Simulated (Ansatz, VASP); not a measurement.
Ca: VASP beside Ansatz

```xyz
1
Lattice="-2.2485 2.2485 2.2392 2.2485 -2.2485 2.2392 2.2485 2.2485 -2.2392" Properties=species:S:1:pos:R:3 pbc="T T T"
Ca    0.0000    0.0000    2.2392
```

Change from the starting cell: volume scaled by 1.06.

Alike in both runs: task single point; functional PBE; k mesh 9 × 9 × 9; occupations fermi-dirac, width 0.05 eV; no spin polarisation.

|  | VASP | Ansatz |
| --- | --- | --- |
| version | VASP 6.6.1 | Ansatz 0.2.0 |
| potentials or method | VASP PAW PBE potentials, release 64 (Ca_sv), cutoff 520 eV | all-electron LAPW, scalar-relativistic |

|  | VASP | Ansatz | Ansatz less VASP |
| --- | --- | --- | --- |
| gap on the k mesh at the Fermi level (eV) | none | none | - |
| pressure (GPa) | -1.0 | -1.1 | -0.01 |

A gap of «none» marks a metal or a gap that the smearing closes. Ansatz ran all-electron here, and VASP with PAW potentials.
